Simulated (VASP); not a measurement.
Wanted: the native input for a VASP 6.6.1 run.

| Item | Value |
| --- | --- |
| Task | single point |
| Functional | PBE |
| Potentials or basis | VASP PAW PBE potentials, release 64 (Sn_d) |
| Cutoff | 520 eV |
| k mesh | 12 × 12 × 12 |
| Occupations | fermi-dirac, width 0.1 eV |
| Spin | no spin polarisation |
| Dipole correction | no |
| Further INCAR settings | ALGO = Normal; EDIFF = 1e-06; NBANDS = 21 |

The structure of Sn lies in POSCAR:

```
Sn
1.0
    0.0000000000      3.3289000152      3.3289000152
    3.3289000152      0.0000000000      3.3289000152
    3.3289000152      3.3289000152      0.0000000000
Sn
2
Direct
    0.5000000000      0.5000000000      0.5000000000
    0.7500000000      0.7500000000      0.7500000000
```

These files were run (other wordings do the same):

INCAR

```
ALGO = Normal
EDIFF = 1E-6
ENCUT = 520
GGA = PE
ISIF = 2
ISMEAR = -1
LASPH = True
LCHARG = False
LREAL = False
LWAVE = False
NBANDS = 21
NELM = 80
PREC = Accurate
SIGMA = 0.1
```

KPOINTS

```
k-points
0
Gamma
  12 12 12
```

Potentials or basis: VASP PAW PBE potentials, release 64 (Sn_d).

The run is started by

```sh
$ cat potpaw_PBE.64/Sn_d/POTCAR > POTCAR
$ mpirun -np 1 vasp_std > vasp.out
```

It gave:

```yaml
Pressure: -0.1 GPa
Band_gap_on_the_k_mesh: zero (band 14 reaches 4.95 eV, above the bottom of band 15 at 4.71 eV)
```

Caveat: spin-orbit coupling is left out, which moves the levels of the heavy elements.

Wall time 82 s on 1 thread of Intel Xeon 6975P-C, on a shared host, peak memory 0.25 GiB.
